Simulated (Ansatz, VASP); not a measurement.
## Ta in VASP and in Ansatz

```xyz
1
Lattice="-1.5107 1.5107 2.1626 1.5107 -1.5107 2.1626 1.5107 1.5107 -2.1626" Properties=species:S:1:pos:R:3 pbc="T T T"
Ta    0.0000    0.0000    0.0000
```

Alike in both runs: task single point; functional PBE; k mesh 20 × 20 × 20; occupations gaussian, width 0.15 eV; no spin polarisation.

```csv
,VASP,Ansatz
version,VASP 6.6.1,Ansatz 0.2.0
potentials or method,"VASP PAW PBE potentials, release 64 (Ta_pv), cutoff 520 eV","scalar-relativistic, plane waves, PAW"
valence electrons in the cell,11,13
```

VASP gave:

* gap on the k mesh at the Fermi level (eV): none
* pressure (GPa): -8.3
* traceless stress, the component that is largest in VASP (GPa): 0.63

Question: Which values does Ansatz return?

Answer: gap on the k mesh at the Fermi level (eV): none; pressure (GPa): -8.3; traceless stress, the component that is largest in VASP (GPa): 0.62.

A gap of «none» marks a metal or a gap that the smearing closes. With one functional, cell and mesh, what is left measures potentials, basis and numerics. VASP's potentials hold 11 valence electrons a cell and Ansatz's 13, so a difference there can come from the potentials and not from the codes.

Neither program's run includes spin-orbit coupling.
